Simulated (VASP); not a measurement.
# CaS (Fm-3m) in VASP: notebook

CaS is run at these levels: PBE, PBE+D3(BJ), r2SCAN; tasks: single point.

All numbers are computed with VASP 6.6.1; they aren't measurements. Logs are shortened: lines on timing, memory, paths and dates and some standing lists are left out, and cuts for length are marked.

### Step 1. The cell of the first run

The structure is cubic, space group Fm-3m (No. 225). The conventional cell has a = 5.696 Å, b = 5.696 Å, c = 5.696 Å, α = 90.00°, β = 90.00°, γ = 90.00°. Within 3.8 Å of Ca (site symmetry m-3m) lie 6 S at 2.85 Å. Within 3.8 Å of S (site symmetry m-3m) lie 6 Ca at 2.85 Å.

### Step 2. Single point, PBE

File INCAR:

```
PREC     = Accurate       # precision mode
ENCUT    = 500            # plane-wave cutoff, eV
EDIFF    = 1E-6           # SCF threshold, eV
ISMEAR   = -1             # smearing method
SIGMA    = 0.5            # smearing width, eV
LREAL    = F              # projectors in reciprocal space
LASPH    = T              # aspherical terms in the spheres
NELM     = 120            # most SCF steps
ALGO     = Normal         # electronic algorithm
ISIF     = 2              # what is computed and relaxed
LWAVE    = F              # write WAVECAR
LCHARG   = F              # write CHGCAR
GGA      = PE             # functional
NBANDS   = 15             # bands
GGA_COMPAT= F
```

File KPOINTS:

```
Automatic mesh
0
Gamma
  6 6 6
```

File POSCAR:

```
CaS
1.0
    0.0000000000      2.8479357440      2.8479357440
    2.8479357440      0.0000000000      2.8479357440
    2.8479357440      2.8479357440      0.0000000000
Ca S
1 1
Direct
    0.0000000000      0.0000000000      0.0000000000
    0.5000000000      0.5000000000      0.5000000000
```

Potentials or basis: VASP PAW PBE potentials, release 64 (Ca_sv, S).

On the command line:

```bash
cat potpaw_PBE.64/Ca_sv/POTCAR potpaw_PBE.64/S/POTCAR > POTCAR
mpirun -np 1 vasp_std > vasp.out
```

OUTCAR:

```text
PREC = Accurate
   ENCUT = 500
   EDIFF = 1E-6
   ISMEAR = -1
   LREAL = F
   LASPH = T
   NELM = 120
   ISIF = 2
   GGA = PE

 ion  position               nearest neighbor table
   1  0.000  0.000  0.000-   2 2.85   2 2.85   2 2.85   2 2.85   2 2.85   2 2.85
   2  0.500  0.500  0.500-   1 2.85   1 2.85   1 2.85   1 2.85   1 2.85   1 2.85

  LATTYP: Found a face centered cubic cell.
 ALAT       =     5.6958714880

  Lattice vectors:

 A1 = (   0.0000000000,   2.8479357440,   2.8479357440)
 A2 = (   2.8479357440,   0.0000000000,   2.8479357440)
 A3 = (   2.8479357440,   2.8479357440,   0.0000000000)

Analysis of symmetry for initial positions (statically):
=====================================================================
 Subroutine PRICEL returns:
 Original cell was already a primitive cell.

 Routine SETGRP: Setting up the symmetry group for a
 face centered cubic supercell.

 Subroutine GETGRP returns: Found 48 space group operations
 (whereof 48 operations were pure point group operations)
 out of a pool of 48 trial point group operations.

The static configuration has the point symmetry O_h .

Analysis of symmetry for dynamics (positions and initial velocities):
=====================================================================
 Subroutine PRICEL returns:
 Original cell was already a primitive cell.

 Routine SETGRP: Setting up the symmetry group for a
 face centered cubic supercell.

 Subroutine GETGRP returns: Found 48 space group operations
 (whereof 48 operations were pure point group operations)
 out of a pool of 48 trial point group operations.

The dynamic configuration has the point symmetry O_h .

 Subroutine INISYM returns: Found 48 space group operations
 (whereof 48 operations are pure point group operations),
 and found     1 'primitive' translations

----------------------------------------------------------------------------------------

                                     Primitive cell

  volume of cell :      46.1977

  direct lattice vectors                    reciprocal lattice vectors
     0.000000000  2.847935744  2.847935744    -0.175565759  0.175565759  0.175565759
     2.847935744  0.000000000  2.847935744     0.175565759 -0.175565759  0.175565759
     2.847935744  2.847935744  0.000000000     0.175565759  0.175565759 -0.175565759

  length of vectors
     4.027589354  4.027589354  4.027589354     0.304088814  0.304088814  0.304088814

  position of ions in fractional coordinates (direct lattice)
     0.000000000  0.000000000  0.000000000
     0.500000000  0.500000000  0.500000000

  ion indices of the primitive-cell ions
   primitive index   ion index
                 1           1
                 2           2

----------------------------------------------------------------------------------------

 KPOINTS: Automatic mesh

Automatic generation of k-mesh.
 Grid dimensions read from file:
 generate k-points for:    6    6    6

 Generating k-lattice:

  Cartesian coordinates                     Fractional coordinates (reciprocal lattice)
    -0.029260960  0.029260960  0.029260960     0.166666667  0.000000000  0.000000000
     0.029260960 -0.029260960  0.029260960     0.000000000  0.166666667  0.000000000
     0.029260960  0.029260960 -0.029260960     0.000000000  0.000000000  0.166666667

  Length of vectors
     0.050681469  0.050681469  0.050681469

  Shift w.r.t. Gamma in fractional coordinates (k-lattice)
     0.000000000  0.000000000  0.000000000

 Subroutine IBZKPT returns following result:
 ===========================================

 Found     16 irreducible k-points:

 Following reciprocal coordinates:
            Coordinates               Weight
  0.000000  0.000000  0.000000      1.000000
  0.166667  0.000000  0.000000      8.000000
  0.333333  0.000000  0.000000      8.000000
  0.500000  0.000000  0.000000      4.000000
  0.166667  0.166667  0.000000      6.000000
  0.333333  0.166667  0.000000     24.000000
[... 8 lines left out ...]
 -0.333333  0.333333  0.166667     24.000000
 -0.333333  0.500000  0.166667     12.000000
   k-points           NKPTS =     16   k-points in BZ     NKDIM =     16   number of bands    NBANDS=     15
   number of dos      NEDOS =    301   number of ions     NIONS =      2
   total plane-waves  NPLWV =  27000
   dimension x,y,z NGX =    30 NGY =   30 NGZ =   30
   dimension x,y,z NGXF=    60 NGYF=   60 NGZF=   60
   ions per type =               1   1
   NGX,Y,Z   is equivalent  to a cutoff of  12.38, 12.38, 12.38 a.u.
   NGXF,Y,Z  is equivalent  to a cutoff of  24.77, 24.77, 24.77 a.u.
 SYSTEM =  unknown system
   PREC   = accura    normal or accurate (medium, high low for compatibility)
   ISTART =      0    job   : 0-new  1-cont  2-samecut
   ICHARG =      2    charge: 1-file 2-atom 10-const
   ISPIN  =      1    spin polarized calculation?
   LNONCOLLINEAR =      F non collinear calculations
   LSORBIT =      F    spin-orbit coupling
   LASPH  =      T    aspherical Exc in radial PAW
   ENCUT  =  500.0 eV  36.75 Ry    6.06 a.u.   7.34  7.34  7.34*2*pi/ulx,y,z
   NELM   =    120;   NELMIN=  2; NELMDL= -5     # of ELM steps
   EDIFF  = 0.1E-05   stopping-criterion for ELM
   LREAL  =      F    real-space projection
[... 7 lines left out ...]
   TEBEG  =    0.0;   TEEND  =   0.0 temperature during run
   PSTRESS=    0.0 pullay stress
   NELECT =      16.0000    total number of electrons
   NUPDOWN=      -1.0000    fix difference up-down
   EMIN   =  10.00;   EMAX   =-10.00  energy-range for DOS
   EFERMI =   0.00;   METHOD = LEGACY
   ISMEAR =    -1;   SIGMA  =   0.50  broadening in eV -4-tet -1-fermi 0-gaus
   EFERMI_NEDOS =   21; number of points for ismear=-14 and -15
   IALGO  =     38    algorithm
   IMIX   =      4    mixing-type and parameters
     AMIX     =   0.40;   BMIX     =  1.00
     AMIX_MAG =   1.60;   BMIX_MAG =  1.00
  volume/ion in A,a.u.               =      23.10       155.88
  Fermi-wavevector in a.u.,A,eV,Ry     =   1.149674  2.172568 17.983499  1.321750
  Thomas-Fermi vector in A             =   2.286342
   LORBIT       =      0    0 simple, 1 ext, 2 COOP (PROOUT), +10 PAW based schemes
   GGA     = PE    functional components
   LHFCALC =     F    Hartree Fock is set to
   AEXX    =    0.0000 exact exchange contribution
   IVDW    =     0    specifies the selected vdW correction
   LEPSILON=     F    determine dielectric tensor
   LRPA    =     F    only Hartree local field effects (RPA)
 non-spin polarized calculation
  energy-cutoff  :      500.00
  volume of cell :       46.20
 maximum number of plane-waves:      1211
 NGX is ok and might be reduce to    30
   NGX = 15   NGY = 15   NGZ = 15

 number of electron      16.0000004 magnetization

 Free energy of the ion-electron system (eV)
  ---------------------------------------------------
  ext. energy  EPLUGINS =         0.00000000
  ---------------------------------------------------
  free energy    TOTEN  =       -10.39300438 eV

  energy without entropy =      -10.24158544  energy(sigma->0) =      -10.31729491

 E-fermi :   4.2404     XC(G=0):  -9.3184

 val. band max:        2.6982923407   @ k =   0.0000   0.0000   0.0000
 cond. band min:       5.0849364617   @ k =   0.5000   0.5000   0.0000
 fundamental gap:      2.3866441210
 Fermi energy:         4.2404319217

 k-point     1 :       0.0000    0.0000    0.0000
  band No.  band energies     occupation
      1     -36.4403      2.00000
      2     -17.4226      2.00000
      3     -17.4226      2.00000
      4     -17.4226      2.00000
      5      -8.6276      2.00000
      6       2.6983      1.91248
      7       2.6983      1.91248
      8       2.6983      1.91248
      9       6.8570      0.01062
     10       6.8990      0.00977
     11       6.8990      0.00977
     12       6.8990      0.00977
     13       7.4970      0.00296
     14       7.4970      0.00296
     15      13.5771      0.00000

 k-point     2 :       0.1667    0.0000    0.0000
  band No.  band energies     occupation
      1     -36.4374      2.00000
      2     -17.4656      2.00000
      3     -17.4259      2.00000
      4     -17.4259      2.00000
      5      -8.4424      2.00000
      6       1.6607      1.98858
      7       2.3346      1.95674
      8       2.3346      1.95674
      9       6.9028      0.00969
     10       7.2887      0.00449
     11       7.2887      0.00449
     12       8.0850      0.00092
     13       8.1943      0.00074
     14       8.1943      0.00074
     15      13.5958      0.00000

 k-point     3 :       0.3333    0.0000    0.0000
  band No.  band energies     occupation
      1     -36.4317      2.00000
      2     -17.5493      2.00000
      3     -17.4325      2.00000
      4     -17.4325      2.00000
      5      -8.0410      2.00000
      6       0.2201      1.99936
      7       1.7776      1.98559
      8       1.7776      1.98559
      9       7.2617      0.00474
     10       8.2206      0.00070
     11       8.2206      0.00070
     12       9.3851      0.00007
     13       9.7023      0.00004
     14       9.7023      0.00004
     15      12.9554      0.00000
[... 199 lines left out ...]
 k-point    15 :      -0.3333    0.3333    0.1667
  band No.  band energies     occupation
      1     -36.4262      2.00000
      2     -17.5395      2.00000
      3     -17.4903      2.00000
      4     -17.4594      2.00000
      5      -7.8727      2.00000
      6       0.3867      1.99910
      7       1.0639      1.99652
      8       1.4649      1.99226
      9       7.6267      0.00229
     10       7.7522      0.00178
     11       9.2236      0.00009
     12       9.3568      0.00007
     13       9.4011      0.00007
     14      11.3919      0.00000
     15      12.0402      0.00000

 k-point    16 :      -0.3333    0.5000    0.1667
  band No.  band energies     occupation
      1     -36.4253      2.00000
      2     -17.5268      2.00000
      3     -17.4898      2.00000
      4     -17.4790      2.00000
      5      -7.9202      2.00000
      6       0.6502      1.99848
      7       1.3028      1.99440
      8       1.3242      1.99415
      9       6.3985      0.02635
     10       8.6385      0.00030
     11       8.6432      0.00030
     12       9.2690      0.00009
     13       9.5413      0.00005
     14      10.5704      0.00001
     15      12.7104      0.00000

------------------------ aborting loop because EDIFF is reached ----------------------------------------

  FORCE on cell =-STRESS in cart. coord.  units (eV):
  Direction    XX          YY          ZZ          XY          YZ          ZX
  --------------------------------------------------------------------------------------
  -------------------------------------------------------------------------------------
  Total        0.1943831      0.1943831      0.1943831     -0.0000000      0.0000000     -0.0000000
  in kB        6.7413740      6.7413740      6.7413740     -0.0000000      0.0000000     -0.0000000
  external PRESSURE =       6.7413740 kB  Pullay stress =       0.0000000 kB

 VOLUME and BASIS-vectors are now :
 -----------------------------------------------------------------------------
  energy-cutoff  :      500.00
  volume of cell :       46.20
      direct lattice vectors                 reciprocal lattice vectors
     0.000000000  2.847935744  2.847935744    -0.175565759  0.175565759  0.175565759
     2.847935744  0.000000000  2.847935744     0.175565759 -0.175565759  0.175565759
     2.847935744  2.847935744  0.000000000     0.175565759  0.175565759 -0.175565759

 POSITION                                       TOTAL-FORCE (eV/Angst)
 -----------------------------------------------------------------------------------
      0.00000      0.00000      0.00000        -0.000000      0.000000      0.000000
      2.84794      2.84794      2.84794         0.000000     -0.000000     -0.000000
 -----------------------------------------------------------------------------------
    total drift:                               -0.000000      0.000000      0.000000

  FREE ENERGIE OF THE ION-ELECTRON SYSTEM (eV)
  ---------------------------------------------------
  free  energy   TOTEN  =       -10.3930043753 eV

  energy  without entropy=      -10.2415854350  energy(sigma->0) =      -10.31729491
```

It took 11 s on 1 thread of Intel Xeon Platinum 8375C at 2.90GHz (Ice Lake), shared host; peak memory 0.17 GiB.

Results:

| Property | Result |
| --- | --- |
| Free energy | -10.3930 eV |
| Pressure | 0.7 GPa |
| Band gap on the k mesh | 2.39 eV (least direct gap 3.19 eV) |

A k mesh can miss the band edges. PBE gaps usually lie below the measured ones, often by a third to a half.

### Step 3. Single point, PBE

File INCAR:

```
PREC = Accurate
ENCUT = 500
EDIFF = 1E-6
ISMEAR = 0
SIGMA = 0.01
LREAL = F
LASPH = T
NELM = 120
ALGO = Normal
ISIF = 2
LWAVE = F
LCHARG = T
GGA = PE
LELF = T
LVHAR = T
NBANDS = 15
GGA_COMPAT = F
```

File KPOINTS:

```
regular mesh
0
Gamma
  6 6 6
```

POSCAR is that of step 2.

Potentials or basis: VASP PAW PBE potentials, release 64 (Ca_sv, S).

On the command line:

```bash
cat potpaw_PBE.64/Ca_sv/POTCAR potpaw_PBE.64/S/POTCAR > POTCAR
mpirun -np 1 vasp_std > vasp.out
```

OUTCAR:

```text
PREC = Accurate
   ENCUT = 500
   EDIFF = 1E-6
   ISMEAR = 0
   LREAL = F
   LASPH = T
   NELM = 120
   ISIF = 2
   GGA = PE

 ion  position               nearest neighbor table
   1  0.000  0.000  0.000-   2 2.85   2 2.85   2 2.85   2 2.85   2 2.85   2 2.85
   2  0.500  0.500  0.500-   1 2.85   1 2.85   1 2.85   1 2.85   1 2.85   1 2.85

  LATTYP: Found a face centered cubic cell.
 ALAT       =     5.6958714880

  Lattice vectors:

 A1 = (   0.0000000000,   2.8479357440,   2.8479357440)
 A2 = (   2.8479357440,   0.0000000000,   2.8479357440)
 A3 = (   2.8479357440,   2.8479357440,   0.0000000000)

Analysis of symmetry for initial positions (statically):
=====================================================================
 Subroutine PRICEL returns:
 Original cell was already a primitive cell.

 Routine SETGRP: Setting up the symmetry group for a
 face centered cubic supercell.

 Subroutine GETGRP returns: Found 48 space group operations
 (whereof 48 operations were pure point group operations)
 out of a pool of 48 trial point group operations.

[... 165 lines left out ...]
      3     -17.4545      2.00000
      4     -17.4545      2.00000
      5      -8.5989      2.00000
      6       2.7253      2.00000
      7       2.7253      2.00000
      8       2.7253      2.00000
      9       6.8696      0.00000
     10       6.8896      0.00000
     11       6.8896      0.00000
     12       6.8896      0.00000
     13       7.4829      0.00000
     14       7.4829      0.00000
[... 257 lines left out ...]
      2     -17.5582      2.00000
      3     -17.5214      2.00000
      4     -17.5105      2.00000
      5      -7.8889      2.00000
      6       0.6688      2.00000
      7       1.3229      2.00000
      8       1.3448      2.00000
      9       6.3975      0.00000
     10       8.6265      0.00000
     11       8.6318      0.00000
     12       9.2515      0.00000
     13       9.5178      0.00000
     14      10.5690      0.00000
     15      12.7176      0.00000

------------------------ aborting loop because EDIFF is reached ----------------------------------------

  FORCE on cell =-STRESS in cart. coord.  units (eV):
  Direction    XX          YY          ZZ          XY          YZ          ZX
  --------------------------------------------------------------------------------------
  -------------------------------------------------------------------------------------
  Total        0.1847719      0.1847719      0.1847719      0.0000000     -0.0000000      0.0000000
  in kB        6.4080509      6.4080509      6.4080509      0.0000000     -0.0000000      0.0000000
  external PRESSURE =       6.4080509 kB  Pullay stress =       0.0000000 kB

 VOLUME and BASIS-vectors are now :
 -----------------------------------------------------------------------------
  energy-cutoff  :      500.00
  volume of cell :       46.20
      direct lattice vectors                 reciprocal lattice vectors
     0.000000000  2.847935744  2.847935744    -0.175565759  0.175565759  0.175565759
     2.847935744  0.000000000  2.847935744     0.175565759 -0.175565759  0.175565759
     2.847935744  2.847935744  0.000000000     0.175565759  0.175565759 -0.175565759

 POSITION                                       TOTAL-FORCE (eV/Angst)
 -----------------------------------------------------------------------------------
      0.00000      0.00000      0.00000         0.000000     -0.000000     -0.000000
      2.84794      2.84794      2.84794         0.000000      0.000000      0.000000
 -----------------------------------------------------------------------------------
    total drift:                               -0.000000      0.000000      0.000000

  FREE ENERGIE OF THE ION-ELECTRON SYSTEM (eV)
  ---------------------------------------------------
  free  energy   TOTEN  =       -10.3632788647 eV

  energy  without entropy=      -10.3632788647  energy(sigma->0) =      -10.36327886
```

stdout:

```text
POSCAR found type information on POSCAR CaS
 POSCAR found :  2 types and       2 ions
 scaLAPACK will be used
 LDA part: xc-table for (Slater+PW92), standard interpolation
 POSCAR, INCAR and KPOINTS ok, starting setup
 FFT: planning ... GRIDC
 FFT: planning ... GRID_SOFT
 FFT: planning ... GRID
 WAVECAR not read
 entering main loop
```

It took 12 s on 1 thread of Intel Xeon Platinum 8375C at 2.90GHz (Ice Lake), shared host; peak memory 0.16 GiB.

Results:

* Free energy: -10.3633 eV
* Pressure: 0.6 GPa
* Band gap on the k mesh: 2.36 eV (least direct gap 3.16 eV)

### Step 4. Single point, PBE+D3(BJ)

File INCAR:

```
SYSTEM = CaS
  ALGO = Normal
  EDIFF = 1E-6
  ENCUT = 500
  GGA = PE
  GGA_COMPAT = .False.
  ISIF = 2
  ISMEAR = 0
  IVDW = 12
  LASPH = .True.
  LCHARG = .False.
  LREAL = .False.
  LWAVE = .False.
  NBANDS = 15
  NELM = 120
  PREC = Accurate
  SIGMA = 0.01
```

File KPOINTS:

```
k-points
0
Gamma
  6 6 6
  0 0 0
```

POSCAR is that of step 3.

On the command line:

```bash
cat potpaw_PBE.64/Ca_sv/POTCAR potpaw_PBE.64/S/POTCAR > POTCAR
mpirun -np 1 vasp_std > vasp.out
```

Wall time 11 s (1 thread of Intel Xeon Platinum 8375C at 2.90GHz (Ice Lake), shared host); peak memory 0.17 GiB.

It converged, with:

```
Free energy                : -11.0321 eV
Pressure                   : -1.7 GPa
Band gap on the k mesh     : 2.36 eV (least direct gap 3.16 eV)
Dispersion energy per atom : -0.334 eV
```

Levels at points of the mesh, in eV from the valence-band top:
| k point | band 5 | band 6 | band 7 | band 8 | band 9 | band 10 | band 11 | band 12 |
| --- | --- | --- | --- | --- | --- | --- | --- | --- |
| (0.00, 0.00, 0.00) | -11.32 | 0.00 | 0.00 | 0.00 | 4.14 | 4.16 | 4.16 | 4.16 |
| (0.50, 0.00, 0.00) | -10.51 | -3.09 | -1.16 | -1.16 | 5.22 | 6.06 | 6.20 | 6.20 |
| (0.50, 0.50, 0.00) | -10.70 | -2.27 | -0.81 | -0.81 | 2.36 | 5.60 | 6.02 | 6.77 |

(Continued in part 2 of 2.)
